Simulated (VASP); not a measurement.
Here is a VASP 6.6.1 calculation.

Contents of INCAR:

```
  ALGO = Normal
  EDIFF = 1E-7
  ENCUT = 520
  GGA = CA
  ISIF = 2
  ISMEAR = -1
  LASPH = True
  LCHARG = False
  LREAL = False
  LWAVE = False
  NBANDS = 8
  NELM = 100
  PREC = Accurate
  SIGMA = 0.1
```

Contents of KPOINTS:

```
k-points
0
Gamma
  29 29 29
```

File POSCAR:

```
C
1.0
    1.7443222539      0.0000000000      0.0000000000
    0.0000000000      1.7443222539      0.0000000000
    0.0000000000      0.0000000000      1.7443222539
C
1
Direct
    0.0000000000      0.0000000000      0.0000000000
```

Potentials or basis: VASP PAW LDA potentials, release 64 (C).

Launch:

```console
$ cat potpaw_LDA.64/C/POTCAR > POTCAR
$ mpirun -np 1 vasp_std > vasp.out
```

(1) What does it give for the band gap on the k mesh?

(2) Predict the pressure.

Results:

(1) zero (band 2 reaches 21.31 eV, above the bottom of band 3 at 9.63 eV).

(2) 3.8 GPa.
